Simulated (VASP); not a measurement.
# BaZrO3 (Pm-3m) in VASP: a series of runs

Runs on BaZrO3. Level: PBEsol. Tasks: single point.

Program: VASP 6.6.1. These are calculated values, not measurements. Logs are shortened: lines on timing, memory, paths and dates and some standing lists are left out, and cuts for length are marked.

## Step 1: The cell of the first run

The structure is cubic, space group Pm-3m (No. 221). Conventional cell: a = 3.951 Å, b = 3.951 Å, c = 3.951 Å, α = 90.00°, β = 90.00°, γ = 90.00°. Ba (site symmetry m-3m) has 12 O at 2.79 Å and 8 Zr at 3.42 Å within 3.7 Å. Zr (site symmetry m-3m) has 6 O at 1.98 Å within 2.6 Å. O (site symmetry 4/mmm) has 2 Zr at 1.98 Å within 2.6 Å.

## Step 2: Single point, PBEsol

File INCAR:

```
ALGO = Normal ; EDIFF = 1E-6
ENCUT = 520 ; GGA = PS
ISIF = 2 ; ISMEAR = 0
LASPH = True ; LCHARG = True
LELF = True ; LREAL = False
LVHAR = True ; LWAVE = False
NBANDS = 28 ; NELM = 100
PREC = Accurate ; SIGMA = 0.02
```

File KPOINTS:

```
k-points
0
Gamma
  6 6 6
```

File POSCAR:

```
BaZrO3
1.0
    3.9513391845      0.0000000000      0.0000000000
    0.0000000000      3.9513391845      0.0000000000
    0.0000000000      0.0000000000      3.9513391845
Ba Zr O
1 1 3
Direct
    0.0000000000      0.0000000000      0.0000000000
    0.5000000000      0.5000000000      0.5000000000
    0.5000000000      0.0000000000      0.5000000000
    0.5000000000      0.5000000000      0.0000000000
    0.0000000000      0.5000000000      0.5000000000
```

Potentials or basis: VASP PAW PBE potentials, release 64 (Ba_sv, Zr_sv, O).

Command:

```console
$ cat potpaw_PBE.64/Ba_sv/POTCAR potpaw_PBE.64/Zr_sv/POTCAR potpaw_PBE.64/O/POTCAR > POTCAR
$ mpirun -np 1 vasp_std > vasp.out
```

OUTCAR:

```text
EDIFF = 1E-6
   ENCUT = 520
   GGA = PS
   ISIF = 2
   ISMEAR = 0
   LASPH = True
   LREAL = False
   NELM = 100
   PREC = Accurate

 ion  position               nearest neighbor table
   1  0.000  0.000  0.000-   3 2.79   4 2.79   5 2.79   3 2.79   5 2.79   4 2.79   5 2.79   5 2.79
                             3 2.79   4 2.79   3 2.79   4 2.79   2 3.42   2 3.42   2 3.42   2 3.42
   2  0.500  0.500  0.500-   3 1.98   4 1.98   5 1.98   4 1.98   3 1.98   5 1.98   1 3.42   1 3.42
                             1 3.42   1 3.42   1 3.42   1 3.42   1 3.42   1 3.42
   3  0.500  0.000  0.500-   2 1.98   2 1.98   1 2.79   1 2.79   1 2.79   1 2.79
   4  0.500  0.500  0.000-   2 1.98   2 1.98   1 2.79   1 2.79   1 2.79   1 2.79
   5  0.000  0.500  0.500-   2 1.98   2 1.98   1 2.79   1 2.79   1 2.79   1 2.79

  LATTYP: Found a simple cubic cell.
 ALAT       =     3.9513391845

  Lattice vectors:

 A1 = (   3.9513391845,   0.0000000000,   0.0000000000)
 A2 = (   0.0000000000,   3.9513391845,   0.0000000000)
 A3 = (   0.0000000000,   0.0000000000,   3.9513391845)

Analysis of symmetry for initial positions (statically):
=====================================================================
 Subroutine PRICEL returns:
 Original cell was already a primitive cell.

 Routine SETGRP: Setting up the symmetry group for a
 simple cubic supercell.

 Subroutine GETGRP returns: Found 48 space group operations
 (whereof 48 operations were pure point group operations)
 out of a pool of 48 trial point group operations.

The static configuration has the point symmetry O_h .

Analysis of symmetry for dynamics (positions and initial velocities):
=====================================================================
 Subroutine PRICEL returns:
 Original cell was already a primitive cell.

 Routine SETGRP: Setting up the symmetry group for a
 simple cubic supercell.

 Subroutine GETGRP returns: Found 48 space group operations
 (whereof 48 operations were pure point group operations)
 out of a pool of 48 trial point group operations.

The dynamic configuration has the point symmetry O_h .

 Subroutine INISYM returns: Found 48 space group operations
 (whereof 48 operations are pure point group operations),
 and found     1 'primitive' translations

----------------------------------------------------------------------------------------

                                     Primitive cell

  volume of cell :      61.6926

  direct lattice vectors                    reciprocal lattice vectors
     3.951339185  0.000000000  0.000000000     0.253078755  0.000000000  0.000000000
     0.000000000  3.951339185  0.000000000     0.000000000  0.253078755  0.000000000
     0.000000000  0.000000000  3.951339185     0.000000000  0.000000000  0.253078755

  length of vectors
     3.951339185  3.951339185  3.951339185     0.253078755  0.253078755  0.253078755

  position of ions in fractional coordinates (direct lattice)
     0.000000000  0.000000000  0.000000000
     0.500000000  0.500000000  0.500000000
     0.500000000  0.000000000  0.500000000
     0.500000000  0.500000000  0.000000000
     0.000000000  0.500000000  0.500000000

  ion indices of the primitive-cell ions
   primitive index   ion index
                 1           1
                 2           2
                 3           3
                 4           4
                 5           5

----------------------------------------------------------------------------------------

 KPOINTS: k-points

Automatic generation of k-mesh.
 Grid dimensions read from file:
 generate k-points for:    6    6    6

 Generating k-lattice:

  Cartesian coordinates                     Fractional coordinates (reciprocal lattice)
     0.042179792  0.000000000  0.000000000     0.166666667  0.000000000  0.000000000
     0.000000000  0.042179792  0.000000000     0.000000000  0.166666667  0.000000000
     0.000000000  0.000000000  0.042179792     0.000000000  0.000000000  0.166666667

  Length of vectors
     0.042179792  0.042179792  0.042179792

  Shift w.r.t. Gamma in fractional coordinates (k-lattice)
     0.000000000  0.000000000  0.000000000

 Subroutine IBZKPT returns following result:
 ===========================================

 Found     20 irreducible k-points:

 Following reciprocal coordinates:
            Coordinates               Weight
  0.000000  0.000000  0.000000      1.000000
  0.166667  0.000000  0.000000      6.000000
  0.333333  0.000000  0.000000      6.000000
  0.500000  0.000000  0.000000      3.000000
  0.166667  0.166667  0.000000     12.000000
  0.333333  0.166667  0.000000     24.000000
[... 12 lines left out ...]
  0.500000  0.500000  0.333333      6.000000
  0.500000  0.500000  0.500000      1.000000
   k-points           NKPTS =     20   k-points in BZ     NKDIM =     20   number of bands    NBANDS=     28
   number of dos      NEDOS =    301   number of ions     NIONS =      5
   total plane-waves  NPLWV =  27000
   dimension x,y,z NGX =    30 NGY =   30 NGZ =   30
   dimension x,y,z NGXF=    60 NGYF=   60 NGZF=   60
   ions per type =               1   1   3
   NGX,Y,Z   is equivalent  to a cutoff of  12.62, 12.62, 12.62 a.u.
   NGXF,Y,Z  is equivalent  to a cutoff of  25.24, 25.24, 25.24 a.u.
 SYSTEM =  unknown system
   PREC   = accura    normal or accurate (medium, high low for compatibility)
   ISTART =      0    job   : 0-new  1-cont  2-samecut
   ICHARG =      2    charge: 1-file 2-atom 10-const
   ISPIN  =      1    spin polarized calculation?
   LNONCOLLINEAR =      F non collinear calculations
   LSORBIT =      F    spin-orbit coupling
   LASPH  =      T    aspherical Exc in radial PAW
   ENCUT  =  520.0 eV  38.22 Ry    6.18 a.u.   7.35  7.35  7.35*2*pi/ulx,y,z
   NELM   =    100;   NELMIN=  2; NELMDL= -5     # of ELM steps
   EDIFF  = 0.1E-05   stopping-criterion for ELM
   LREAL  =      F    real-space projection
   EDIFFG = 0.1E-04   stopping-criterion for IOM
   NSW    =      0    number of steps for IOM
   IBRION =     -1    ionic relax: 0-MD 1-quasi-New 2-CG
   NFREE  =      0    steps in history (QN), initial steepest desc. (CG)
   ISIF   =      2    stress and relaxation
   ISYM   =      2    0-nonsym 1-usesym 2-fastsym
   POTIM  = 0.5000    time-step for ionic-motion
   TEBEG  =    0.0;   TEEND  =   0.0 temperature during run
   PSTRESS=    0.0 pullay stress
   NELECT =      40.0000    total number of electrons
   NUPDOWN=      -1.0000    fix difference up-down
   EMIN   =  10.00;   EMAX   =-10.00  energy-range for DOS
   EFERMI =   0.00;   METHOD = LEGACY
   ISMEAR =     0;   SIGMA  =   0.02  broadening in eV -4-tet -1-fermi 0-gaus
   EFERMI_NEDOS =   21; number of points for ismear=-14 and -15
   IALGO  =     38    algorithm
   IMIX   =      4    mixing-type and parameters
     AMIX     =   0.40;   BMIX     =  1.00
     AMIX_MAG =   1.60;   BMIX_MAG =  1.00
  volume/ion in A,a.u.               =      12.34        83.26
  Fermi-wavevector in a.u.,A,eV,Ry     =   1.416937  2.677623 27.316556  2.007710
  Thomas-Fermi vector in A             =   2.538219
   LORBIT       =      0    0 simple, 1 ext, 2 COOP (PROOUT), +10 PAW based schemes
   GGA     = PS    functional components
   LHFCALC =     F    Hartree Fock is set to
   AEXX    =    0.0000 exact exchange contribution
   IVDW    =     0    specifies the selected vdW correction
   LEPSILON=     F    determine dielectric tensor
   LRPA    =     F    only Hartree local field effects (RPA)
 non-spin polarized calculation
 Gauss-broadening in eV      SIGMA  =   0.02
  energy-cutoff  :      520.00
  volume of cell :       61.69
 maximum number of plane-waves:      1675
 NGX is ok and might be reduce to    30
   NGX = 15   NGY = 15   NGZ = 15

 number of electron      39.9999990 magnetization

 Free energy of the ion-electron system (eV)
  ---------------------------------------------------
  ext. energy  EPLUGINS =         0.00000000
  ---------------------------------------------------
  free energy    TOTEN  =       -42.26712002 eV

  energy without entropy =      -42.26712002  energy(sigma->0) =      -42.26712002

 E-fermi :   5.2107     XC(G=0): -11.9414

 val. band max:        5.1278406716   @ k =   0.0000   0.0000   0.0000
 cond. band min:       8.4219156303   @ k =   0.0000   0.0000   0.0000
 fundamental gap:      3.2940749586
 Fermi energy:         5.2106966496

 k-point     1 :       0.0000    0.0000    0.0000
  band No.  band energies     occupation
      1     -40.7906      2.00000
      2     -19.7924      2.00000
      3     -19.3115      2.00000
      4     -19.3115      2.00000
      5     -19.3115      2.00000
      6     -11.5028      2.00000
[... 20 lines left out ...]
     27      14.5157      0.00000
     28      14.5158      0.00000

 k-point     2 :       0.1667    0.0000    0.0000
  band No.  band energies     occupation
      1     -40.7882      2.00000
      2     -19.8977      2.00000
      3     -19.3148      2.00000
      4     -19.3068      2.00000
      5     -19.3068      2.00000
      6     -11.6330      2.00000
[... 20 lines left out ...]
     27      14.2498      0.00000
     28      14.5231      0.00000

 k-point     3 :       0.3333    0.0000    0.0000
  band No.  band energies     occupation
      1     -40.7834      2.00000
      2     -20.1235      2.00000
      3     -19.2974      2.00000
      4     -19.2974      2.00000
      5     -19.2797      2.00000
      6     -11.9017      2.00000
[... 20 lines left out ...]
     27      14.5419      0.00000
     28      14.7440      0.00000

 k-point     4 :       0.5000    0.0000    0.0000
  band No.  band energies     occupation
      1     -40.7809      2.00000
      2     -20.2347      2.00000
      3     -19.2927      2.00000
      4     -19.2927      2.00000
      5     -19.2526      2.00000
      6     -12.0321      2.00000
[... 454 lines left out ...]
     27      14.4133      0.00000
     28      15.1507      0.00000

 k-point    19 :       0.5000    0.5000    0.3333
  band No.  band energies     occupation
      1     -40.7645      2.00000
      2     -19.8470      2.00000
      3     -19.8470      2.00000
      4     -19.7115      2.00000
      5     -19.4994      2.00000
      6     -10.1558      2.00000
[... 20 lines left out ...]
     27      14.7139      0.00000
     28      15.5595      0.00000

 k-point    20 :       0.5000    0.5000    0.5000
  band No.  band energies     occupation
      1     -40.7621      2.00000
      2     -19.8397      2.00000
      3     -19.8397      2.00000
      4     -19.8397      2.00000
      5     -19.4781      2.00000
      6      -9.6195      2.00000
[... 20 lines left out ...]
     27      15.3863      0.00000
     28      15.3863      0.00000

------------------------ aborting loop because EDIFF is reached ----------------------------------------

  FORCE on cell =-STRESS in cart. coord.  units (eV):
  Direction    XX          YY          ZZ          XY          YZ          ZX
  --------------------------------------------------------------------------------------
  -------------------------------------------------------------------------------------
  Total       16.3145879     16.3145879     16.3145879      0.0000000      0.0000000     -0.0000000
  in kB      423.6954074    423.6954074    423.6954074      0.0000000      0.0000000     -0.0000000
  external PRESSURE =     423.6954074 kB  Pullay stress =       0.0000000 kB

 VOLUME and BASIS-vectors are now :
 -----------------------------------------------------------------------------
  energy-cutoff  :      520.00
  volume of cell :       61.69
      direct lattice vectors                 reciprocal lattice vectors
     3.951339185  0.000000000  0.000000000     0.253078755  0.000000000  0.000000000
     0.000000000  3.951339185  0.000000000     0.000000000  0.253078755  0.000000000
     0.000000000  0.000000000  3.951339185     0.000000000  0.000000000  0.253078755

 POSITION                                       TOTAL-FORCE (eV/Angst)
 -----------------------------------------------------------------------------------
      0.00000      0.00000      0.00000         0.000000      0.000000      0.000000
      1.97567      1.97567      1.97567         0.000000      0.000000      0.000000
      1.97567      0.00000      1.97567         0.000000      0.000000      0.000000
      1.97567      1.97567      0.00000         0.000000      0.000000      0.000000
      0.00000      1.97567      1.97567         0.000000      0.000000      0.000000
 -----------------------------------------------------------------------------------
    total drift:                                0.000000      0.000000     -0.000000

  FREE ENERGIE OF THE ION-ELECTRON SYSTEM (eV)
  ---------------------------------------------------
  free  energy   TOTEN  =       -42.2671200152 eV

  energy  without entropy=      -42.2671200152  energy(sigma->0) =      -42.26712002
```

It took 22 s on 1 thread of Intel Xeon Platinum 8559C (Emerald Rapids), shared host; peak memory 0.18 GiB.

Results:

```yaml
Free_energy: -42.2671 eV
Pressure: 42.4 GPa
Band_gap_on_the_k_mesh: 3.29 eV, direct
```

Levels at points of the mesh, in eV from the valence-band top:
| k point | band 17 | band 18 | band 19 | band 20 | band 21 | band 22 | band 23 | band 24 |
| --- | --- | --- | --- | --- | --- | --- | --- | --- |
| (0.00, 0.00, 0.00) | -1.19 | 0.00 | 0.00 | 0.00 | 3.29 | 3.29 | 3.29 | 4.59 |
| (0.50, 0.00, 0.00) | -2.11 | -2.11 | -0.13 | -0.13 | 3.94 | 6.78 | 6.78 | 6.92 |
| (0.50, 0.50, 0.00) | -0.97 | -0.97 | -0.30 | -0.22 | 6.71 | 6.71 | 7.22 | 7.43 |
| (0.50, 0.50, 0.50) | -2.64 | -0.12 | -0.12 | -0.12 | 6.51 | 6.51 | 6.51 | 8.51 |

Caveat: the PAW data sets were made with another functional, which shifts forces and pressure a little; spin-orbit coupling is left out, which moves the levels of the heavy elements. A k mesh can miss the band edges.

(Part 1 of 3 ends here.)
